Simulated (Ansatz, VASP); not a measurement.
## Ta3N in VASP and in Ansatz

```xyz
4
Lattice="3.0523 0.0000 0.0000 -1.5262 2.6434 0.0000 0.0000 0.0000 7.5740" Properties=species:S:1:pos:R:3 pbc="T T T"
Ta    1.5262    0.8811    6.2566
Ta    0.0000    1.7622    1.3173
Ta    0.0000    0.0000    3.7870
N     0.0000    0.0000    0.0000
```

Alike in both runs: task single point; functional r2SCAN; k mesh 10 × 10 × 4; occupations fermi-dirac, width 0.05 eV; no spin polarisation.

|  | VASP | Ansatz |
| --- | --- | --- |
| version | VASP 6.6.1 | Ansatz 0.2.0 |
| potentials or method | VASP PAW PBE potentials, release 64 (Ta_sv_GW, N) | Ansatz PAW |
| plane-wave cutoff (eV) | 660 | 500 |
| valence electrons in the cell | 44 | 44 |

Ansatz gave:

| Item | Value |
| --- | --- |
| gap on the k mesh at the Fermi level (eV) | none |
| pressure (GPa) | -8.7 |
| traceless stress, the component that is largest in VASP (GPa) | 1.38 |
| rms of the force components (eV/Å) | 0.075 |

Task: Estimate VASP's values.

Result: gap on the k mesh at the Fermi level (eV): none; pressure (GPa): -9.0; traceless stress, the component that is largest in VASP (GPa): 1.36; rms of the force components (eV/Å): 0.059.

VASP's potentials were made for PBE, not for r2SCAN. Atom by atom the forces differ by 0.016 eV/Å (rms over components). A gap of «none» marks a metal or a gap that the smearing closes. With one functional, cell and mesh, what is left measures potentials, basis and numerics.

Spin-orbit coupling is off throughout.
